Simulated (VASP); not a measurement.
# Si2W (I4/mmm) in VASP: further runs

The runs below take Si2W through electric field gradients, with PBE, r2SCAN.

Program: VASP 6.6.1. These are calculated values, not measurements. Logs are shortened: lines on timing, memory, paths and dates and some standing lists are left out, and cuts for length are marked.

**1. The cell of the first run**

It takes space group I4/mmm (No. 139, tetragonal). Conventional cell: a = 3.212 Å, b = 3.212 Å, c = 7.880 Å, α = 90.00°, β = 90.00°, γ = 90.00°. Si (site symmetry 4mm) has 9 Si at 2.62 to 3.21 Å and 5 W at 2.62 Å within 3.5 Å. Within 3.5 Å of W (site symmetry 4/mmm) lie 10 Si at 2.62 Å and 4 W at 3.21 Å.

**2. Electric field gradients, PBE**

File INCAR:

```
PREC = Accurate
ENCUT = 520
EDIFF = 1E-8
ISMEAR = -1
SIGMA = 0.05
LREAL = False
LASPH = True
NELM = 60
ALGO = Normal
ISIF = 2
LWAVE = False
LCHARG = False
GGA = PE
LEFG = True
NBANDS = 18
```

File KPOINTS:

```
regular mesh
0
Gamma
  13 13 13
```

File POSCAR:

```
Si2W
1.0
   -1.6060000000      1.6060000000      3.9400000000
    1.6060000000     -1.6060000000      3.9400000000
    1.6060000000      1.6060000000     -3.9400000000
Si W
2 1
Direct
    0.3330000000      0.3330000000      0.0000000000
    0.6670000000      0.6670000000      0.0000000000
    0.0000000000      0.0000000000      0.0000000000
```

Potentials or basis: VASP PAW PBE potentials, release 64 (Si, W_sv).

The run is started by

```sh
cat potpaw_PBE.64/Si/POTCAR potpaw_PBE.64/W_sv/POTCAR > POTCAR
mpirun -np 1 vasp_std > vasp.out
```

OUTCAR:

```text
PREC = Accurate
   ENCUT = 520
   EDIFF = 1E-8
   ISMEAR = -1
   LREAL = False
   LASPH = True
   NELM = 60
   ISIF = 2
   GGA = PE

 ion  position               nearest neighbor table
   1  0.333  0.333  0.000-   2 2.62   2 2.62   2 2.62   2 2.62   3 2.62   3 2.62   3 2.62   3 2.62
                             3 2.62   2 2.63
   2  0.667  0.667  0.000-   1 2.62   1 2.62   1 2.62   1 2.62   3 2.62   3 2.62   3 2.62   3 2.62
                             3 2.62   1 2.63
   3  0.000  0.000  0.000-   1 2.62   2 2.62   2 2.62   1 2.62   2 2.62   2 2.62   2 2.62   1 2.62
                             1 2.62   1 2.62

  LATTYP: Found a body centered tetragonal cell.
 ALAT       =     3.2120000000
 C/A-ratio  =     2.4533001245

  Lattice vectors:

 A1 = (  -1.6060000000,   1.6060000000,   3.9400000000)
 A2 = (   1.6060000000,  -1.6060000000,   3.9400000000)
 A3 = (   1.6060000000,   1.6060000000,  -3.9400000000)

Analysis of symmetry for initial positions (statically):
=====================================================================
 Subroutine PRICEL returns:
 Original cell was already a primitive cell.

 Routine SETGRP: Setting up the symmetry group for a
 body centered tetragonal supercell.

 Subroutine GETGRP returns: Found 16 space group operations
 (whereof 16 operations were pure point group operations)
 out of a pool of 16 trial point group operations.

The static configuration has the point symmetry D_4h.

Analysis of symmetry for dynamics (positions and initial velocities):
=====================================================================
 Subroutine PRICEL returns:
 Original cell was already a primitive cell.

 Routine SETGRP: Setting up the symmetry group for a
 body centered tetragonal supercell.

 Subroutine GETGRP returns: Found 16 space group operations
 (whereof 16 operations were pure point group operations)
 out of a pool of 16 trial point group operations.

The dynamic configuration has the point symmetry D_4h.

 Subroutine INISYM returns: Found 16 space group operations
 (whereof 16 operations are pure point group operations),
 and found     1 'primitive' translations

----------------------------------------------------------------------------------------

                                     Primitive cell

  volume of cell :      40.6488

  direct lattice vectors                    reciprocal lattice vectors
    -1.606000000  1.606000000  3.940000000     0.000000000  0.311332503  0.126903553
     1.606000000 -1.606000000  3.940000000     0.311332503  0.000000000  0.126903553
     1.606000000  1.606000000 -3.940000000     0.311332503  0.311332503  0.000000000

  length of vectors
     4.547754611  4.547754611  4.547754611     0.336202973  0.336202973  0.440290648

  position of ions in fractional coordinates (direct lattice)
     0.333000000  0.333000000  0.000000000
     0.667000000  0.667000000  0.000000000
     0.000000000  0.000000000  0.000000000

  ion indices of the primitive-cell ions
   primitive index   ion index
                 1           1
                 2           2
                 3           3

----------------------------------------------------------------------------------------

 KPOINTS: regular mesh

Automatic generation of k-mesh.
 Grid dimensions read from file:
 generate k-points for:   13   13   13

 Generating k-lattice:

  Cartesian coordinates                     Fractional coordinates (reciprocal lattice)
     0.000000000  0.023948654  0.009761812     0.076923077  0.000000000  0.000000000
     0.023948654  0.000000000  0.009761812     0.000000000  0.076923077  0.000000000
     0.023948654  0.023948654  0.000000000     0.000000000  0.000000000  0.076923077

  Length of vectors
     0.025861767  0.025861767  0.033868511

  Shift w.r.t. Gamma in fractional coordinates (k-lattice)
     0.000000000  0.000000000  0.000000000

 Subroutine IBZKPT returns following result:
 ===========================================

 Found    196 irreducible k-points:

 Following reciprocal coordinates:
            Coordinates               Weight
  0.000000  0.000000  0.000000      1.000000
  0.076923  0.000000  0.000000      8.000000
  0.153846  0.000000 -0.000000      8.000000
  0.230769  0.000000 -0.000000      8.000000
  0.307692  0.000000 -0.000000      8.000000
  0.384615  0.000000 -0.000000      8.000000
[... 16 lines left out ...]
  0.384615  0.153846 -0.000000     16.000000
  0.461538  0.153846 -0.000000     16.000000
 [... further k-points ...]
   k-points           NKPTS =    196   k-points in BZ     NKDIM =    196   number of bands    NBANDS=     18
   number of dos      NEDOS =    301   number of ions     NIONS =      3
   total plane-waves  NPLWV =  46656
   dimension x,y,z NGX =    36 NGY =   36 NGZ =   36
   dimension x,y,z NGXF=    72 NGYF=   72 NGZF=   72
   ions per type =               2   1
   NGX,Y,Z   is equivalent  to a cutoff of  13.16, 13.16, 13.16 a.u.
   NGXF,Y,Z  is equivalent  to a cutoff of  26.32, 26.32, 26.32 a.u.
 SYSTEM =  unknown system
   PREC   = accura    normal or accurate (medium, high low for compatibility)
   ISTART =      0    job   : 0-new  1-cont  2-samecut
   ICHARG =      2    charge: 1-file 2-atom 10-const
   ISPIN  =      1    spin polarized calculation?
   LNONCOLLINEAR =      F non collinear calculations
   LSORBIT =      F    spin-orbit coupling
   LASPH  =      T    aspherical Exc in radial PAW
   ENCUT  =  520.0 eV  38.22 Ry    6.18 a.u.   8.46  8.46  8.46*2*pi/ulx,y,z
   NELM   =     60;   NELMIN=  2; NELMDL= -5     # of ELM steps
   EDIFF  = 0.1E-07   stopping-criterion for ELM
   LREAL  =      F    real-space projection
   EDIFFG = 0.1E-06   stopping-criterion for IOM
   NSW    =      0    number of steps for IOM
   IBRION =     -1    ionic relax: 0-MD 1-quasi-New 2-CG
   NFREE  =      0    steps in history (QN), initial steepest desc. (CG)
   ISIF   =      2    stress and relaxation
   ISYM   =      2    0-nonsym 1-usesym 2-fastsym
   POTIM  = 0.5000    time-step for ionic-motion
   TEBEG  =    0.0;   TEEND  =   0.0 temperature during run
   PSTRESS=    0.0 pullay stress
   NELECT =      22.0000    total number of electrons
   NUPDOWN=      -1.0000    fix difference up-down
   EMIN   =  10.00;   EMAX   =-10.00  energy-range for DOS
   EFERMI =   0.00;   METHOD = LEGACY
   ISMEAR =    -1;   SIGMA  =   0.05  broadening in eV -4-tet -1-fermi 0-gaus
   EFERMI_NEDOS =   21; number of points for ismear=-14 and -15
   IALGO  =     38    algorithm
   IMIX   =      4    mixing-type and parameters
     AMIX     =   0.40;   BMIX     =  1.00
     AMIX_MAG =   1.60;   BMIX_MAG =  1.00
  volume/ion in A,a.u.               =      13.55        91.44
  Fermi-wavevector in a.u.,A,eV,Ry     =   1.334136  2.521151 24.217250  1.779918
  Thomas-Fermi vector in A             =   2.462940
   LORBIT       =      0    0 simple, 1 ext, 2 COOP (PROOUT), +10 PAW based schemes
   GGA     = PE    functional components
   LHFCALC =     F    Hartree Fock is set to
   AEXX    =    0.0000 exact exchange contribution
   IVDW    =     0    specifies the selected vdW correction
   LEPSILON=     F    determine dielectric tensor
   LRPA    =     F    only Hartree local field effects (RPA)
 non-spin polarized calculation
  energy-cutoff  :      520.00
  volume of cell :       40.65
 maximum number of plane-waves:      1126
 NGX is ok and might be reduce to    36
   NGX = 17   NGY = 17   NGZ = 17

 number of electron      21.9999999 magnetization

 Free energy of the ion-electron system (eV)
  ---------------------------------------------------
  ext. energy  EPLUGINS =         0.00000000
  ---------------------------------------------------
  free energy    TOTEN  =       -24.80971231 eV

  energy without entropy =      -24.80788322  energy(sigma->0) =      -24.80879776

 E-fermi :  11.9153     XC(G=0): -12.5055

 val. band max:       11.8752085383   @ k =  -0.3846  -0.4615   0.3846
 cond. band min:      11.9458639632   @ k =  -0.3846  -0.4615   0.3077
 fundamental gap:      0.0706554249
 Fermi energy:        11.9152764321

 k-point     1 :       0.0000    0.0000    0.0000
  band No.  band energies     occupation
      1     -61.9775      2.00000
      2     -26.2454      2.00000
      3     -26.2036      2.00000
      4     -26.2036      2.00000
      5      -2.1631      2.00000
      6       5.0942      2.00000
[... 10 lines left out ...]
     17      17.4651      0.00000
     18      17.4651      0.00000

 k-point     2 :       0.0769    0.0000    0.0000
  band No.  band energies     occupation
      1     -61.9771      2.00000
      2     -26.2444      2.00000
      3     -26.2162      2.00000
      4     -26.2024      2.00000
      5      -2.0507      2.00000
      6       5.1012      2.00000
[... 10 lines left out ...]
     17      17.4911      0.00000
     18      17.8831      0.00000

 k-point     3 :       0.1538    0.0000   -0.0000
  band No.  band energies     occupation
      1     -61.9759      2.00000
      2     -26.2510      2.00000
      3     -26.2417      2.00000
      4     -26.1993      2.00000
      5      -1.7182      2.00000
      6       5.0828      2.00000
[... 10 lines left out ...]
     17      17.7909      0.00000
     18      18.8484      0.00000

 k-point     4 :       0.2308    0.0000   -0.0000
  band No.  band energies     occupation
      1     -61.9742      2.00000
      2     -26.2996      2.00000
      3     -26.2379      2.00000
      4     -26.1948      2.00000
      5      -1.1796      2.00000
      6       4.8876      2.00000
[... 375 lines left out ...]
      4     -26.2308      2.00000
      5       0.1350      2.00000
      6       4.0474      2.00000
[... 10 lines left out ...]
     17      18.9496      0.00000
     18      20.1506      0.00000

 k-point    23 :       0.3846    0.1538   -0.0000
  band No.  band energies     occupation
      1     -61.9693      2.00000
      2     -26.3866      2.00000
      3     -26.2316      2.00000
      4     -26.2269      2.00000
      5       0.9940      2.00000
      6       3.3750      2.00000
[... 10 lines left out ...]
     17      19.1033      0.00000
     18      20.3595      0.00000

 k-point    24 :       0.4615    0.1538   -0.0000
  band No.  band energies     occupation
      1     -61.9685      2.00000
      2     -26.4099      2.00000
      3     -26.2290      2.00000
      4     -26.2242      2.00000
      5       1.9386      2.00000
      6       2.4371      2.00000
[... 10 lines left out ...]
     17      19.2385      0.00000
     18      20.5510      0.00000

 [... further k-points ...]

------------------------ aborting loop because EDIFF is reached ----------------------------------------

  FORCE on cell =-STRESS in cart. coord.  units (eV):
  Direction    XX          YY          ZZ          XY          YZ          ZX
  --------------------------------------------------------------------------------------
  -------------------------------------------------------------------------------------
  Total        0.6716313      0.6716313     -0.0015788      0.0000000      0.0000000     -0.0000000
  in kB       26.4724559     26.4724559     -0.0622278      0.0000000      0.0000000     -0.0000000
  external PRESSURE =      17.6275613 kB  Pullay stress =       0.0000000 kB

 VOLUME and BASIS-vectors are now :
 -----------------------------------------------------------------------------
  energy-cutoff  :      520.00
  volume of cell :       40.65
      direct lattice vectors                 reciprocal lattice vectors
    -1.606000000  1.606000000  3.940000000     0.000000000  0.311332503  0.126903553
     1.606000000 -1.606000000  3.940000000     0.311332503  0.000000000  0.126903553
     1.606000000  1.606000000 -3.940000000     0.311332503  0.311332503  0.000000000

 POSITION                                       TOTAL-FORCE (eV/Angst)
 -----------------------------------------------------------------------------------
      0.00000      0.00000      2.62404         0.000000      0.000000      0.216212
      0.00000      0.00000      5.25596        -0.000000     -0.000000     -0.216212
      0.00000      0.00000      0.00000        -0.000000     -0.000000     -0.000000
 -----------------------------------------------------------------------------------
    total drift:                                0.000000      0.000000     -0.000000

  FREE ENERGIE OF THE ION-ELECTRON SYSTEM (eV)
  ---------------------------------------------------
  free  energy   TOTEN  =       -24.8097123093 eV

  energy  without entropy=      -24.8078832185  energy(sigma->0) =      -24.80879776

 Electric field gradients (V/A^2)
---------------------------------------------------------------------
 ion       V_xx      V_yy      V_zz      V_xy      V_xz      V_yz
---------------------------------------------------------------------
   1       4.518     4.518    -9.036    -0.000    -0.000    -0.000
   2       4.518     4.518    -9.036    -0.000    -0.000    -0.000
   3      62.616    62.616  -125.232    -0.000    -0.000    -0.000
---------------------------------------------------------------------

 Electric field gradients after diagonalization (V/A^2)
 (convention: |V_zz| > |V_xx| > |V_yy|)
----------------------------------------------------------------------
 ion       V_xx      V_yy      V_zz     asymmetry (V_yy - V_xx)/ V_zz
----------------------------------------------------------------------
   1       4.518     4.518    -9.036       0.000
   2       4.518     4.518    -9.036       0.000
   3      62.616    62.616  -125.232       0.000
----------------------------------------------------------------------

           NMR quadrupolar parameters

 Cq : quadrupolar parameter    Cq=e*Q*V_zz/h
 eta: asymmetry parameters     (V_yy - V_xx)/ V_zz
 Q  : nuclear electric quadrupole moment in mb (millibarn)
----------------------------------------------------------------------
 ion       Cq(MHz)       eta       Q (mb)
----------------------------------------------------------------------
   1      -0.022       0.000       1.000
   2      -0.022       0.000       1.000
   3      -0.303       0.000       1.000
----------------------------------------------------------------------
```

Wall time 76 s (1 thread of Intel Xeon 6975P-C (Granite Rapids), shared host); peak memory 0.3 GiB.

Results:

```yaml
Free_energy: -24.8097 eV
Pressure: 1.8 GPa
Largest_force: 0.216 eV/Å
Band_gap_on_the_k_mesh: zero (bands 11 and 12 overlap by 1.27 eV)
Largest_electric_field_gradient_by_atom: Si -9.0; W -125.2 V/Å²
```

Forces on the atoms (eV/Å):
```
Si   0.000  0.000  0.216
Si   0.000  0.000 -0.216
W    0.000  0.000  0.000
```

Stress tensor (GPa, compression positive):
```
 2.65  0.00  0.00
 0.00  2.65  0.00
 0.00  0.00 -0.01
```

Levels at points of the mesh, in eV from the Fermi level:
| k point | band 9 | band 10 | band 11 | band 12 | band 13 | band 14 |
| --- | --- | --- | --- | --- | --- | --- |
| (0.00, 0.00, 0.00) | -2.86 | -2.86 | 0.66 | 2.66 | 2.87 | 3.17 |

Electric field gradients, principal values (V/Å²):
| atom | least | middle | greatest (by size) |
| --- | --- | --- | --- |
| 1 Si | 4.518 | 4.518 | -9.036 |
| 2 Si | 4.518 | 4.518 | -9.036 |
| 3 W | 62.616 | 62.616 | -125.232 |

Caveat: without QUAD_EFG the Cq values of the log hold for a quadrupole moment of 1 mb, not for the nuclei; spin-orbit coupling is left out, which moves the levels of the heavy elements.

(Part 1 of 2 ends here.)

The gap in the log of VASP goes by the Fermi energy; the results here count the filled bands.